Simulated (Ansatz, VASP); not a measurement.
# MgO: VASP beside Ansatz

```xyz
4
Lattice="3.5208 0.0000 0.0000 -1.7604 3.0491 0.0000 0.0000 0.0000 4.1049" Properties=species:S:1:pos:R:3 pbc="T T T"
Mg    1.7604    1.0164    3.0787
Mg    0.0000    2.0327    1.0262
O     1.7604    1.0164    1.0262
O     0.0000    2.0327    3.0787
```

Alike in both runs: task single point; functional PBE; k mesh 9 × 9 × 6; occupations gaussian, width 0.05 eV; no spin polarisation.

|  | VASP | Ansatz |
| --- | --- | --- |
| version | VASP 6.6.1 | Ansatz 0.2.0 |
| potentials or method | VASP PAW PBE potentials, release 64 (Mg, O), cutoff 520 eV | scalar-relativistic, plane waves, PAW |
| valence electrons in the cell | 16 | 32 |

```csv
,VASP,Ansatz,Ansatz less VASP
gap on the k mesh at the Fermi level (eV),3.46,3.48,+0.021
least direct gap on the mesh (eV),3.46,3.48,+0.021
pressure (GPa),4.1,4.8,+0.64
"traceless stress, the component that is largest in VASP (GPa)",4.25,4.33,+0.086
```

With one functional, cell and mesh, what is left measures potentials, basis and numerics. VASP's potentials hold 16 valence electrons a cell and Ansatz's 32, so a difference there can come from the potentials and not from the codes.
